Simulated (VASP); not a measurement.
Crystal: CaO.

```
CELL_PARAMETERS angstrom
0.00000 2.50246 2.50246
2.50246 0.00000 2.50246
2.50246 2.50246 0.00000
ATOMIC_POSITIONS crystal
Ca 0.00000 0.00000 0.00000
O 0.25000 0.25000 0.25000
```

This cell differs from its parent crystal: strain -4.0%.

Base run:

```yaml
Program: VASP 6.6.1
Functional: PBE
Potentials_or_basis: VASP PAW PBE potentials, release 64 (Ca_sv, O)
Cutoff: 520 eV
k_mesh: 8 × 8 × 8
Occupations: fermi-dirac, width 0.02 eV
Spin: no spin polarisation
```

Its results: band gap on the k mesh 3.75 eV (least direct gap 4.64 eV); pressure 14.9 GPa.

Problem. The run is repeated on the same cell with these changes: functional from PBE to r2SCAN; occupations from fermi-dirac, width 0.02 eV to gaussian, width 0.01 eV. What comes out?

Solution. Band gap on the k mesh 4.16 eV (least direct gap 5.05 eV); pressure 14.3 GPa.

Caveats: the cell stands under pressure; the PAW data sets were made with another functional, which shifts forces and pressure a little (at least some runs).

A k mesh can miss the band edges.
